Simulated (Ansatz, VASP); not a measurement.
MoS in VASP and in Ansatz

```
CELL_PARAMETERS angstrom
3.14968 0.00000 0.00000
0.00000 3.14968 0.00000
0.00000 0.00000 3.14968
ATOMIC_POSITIONS crystal
Mo 0.00000 0.00000 0.00000
S 0.50000 0.50000 0.50000
```

Alike in both runs: task single point; functional r2SCAN; k mesh 12 × 12 × 12; occupations gaussian, width 0.1 eV; no spin polarisation; Hubbard terms Mo d U = 4.38 eV.

|  | VASP | Ansatz |
| --- | --- | --- |
| version | VASP 6.6.1 | Ansatz 0.2.0 |
| potentials or method | VASP PAW PBE potentials, release 64 (Mo_sv, S), cutoff 520 eV | scalar-relativistic, plane waves, PAW |
| valence electrons in the cell | 20 | 20 |

|  | VASP | Ansatz | Ansatz less VASP |
| --- | --- | --- | --- |
| pressure (GPa) | -14.7 | 6.1 | +20.88 |

VASP's potentials were made for PBE, not for r2SCAN. The programs project onto different local orbitals, so the same U acts differently, and such runs can settle in different states.
